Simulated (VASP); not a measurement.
Here is a VASP 6.6.1 calculation.

The input INCAR:

```
PREC = Accurate
ENCUT = 520
EDIFF = 1E-6
ISMEAR = -1
SIGMA = 0.05
LREAL = F
LASPH = T
NELM = 80
ALGO = Normal
ISIF = 2
LWAVE = F
LCHARG = T
GGA = PS
LELF = T
LVHAR = T
NBANDS = 17
```

KPOINTS

```
Automatic mesh
0
Gamma
  9 9 9
```

File POSCAR:

```
Ba
1.0
    0.0000000000      2.7962178098      2.7962178098
    2.7962178098      0.0000000000      2.7962178098
    2.7962178098      2.7962178098      0.0000000000
Ba
2
Direct
   -0.1250000000     -0.1250000000     -0.1250000000
    0.1250000000      0.1250000000      0.1250000000
```

Potentials or basis: VASP PAW PBE potentials, release 64 (Ba_sv).

Run with:

```sh
$ cat potpaw_PBE.64/Ba_sv/POTCAR > POTCAR
$ mpirun -np 1 vasp_std > vasp.out
```

(1) Predict the pressure.

(2) Predict the band gap on the k mesh.

Results:

(1) 148.2 GPa.

(2) zero (bands 10 and 11 overlap by 2.11 eV).

Caveat: the cell stands under pressure; the PAW data sets were made with another functional, which shifts forces and pressure a little; spin-orbit coupling is left out, which moves the levels of the heavy elements.
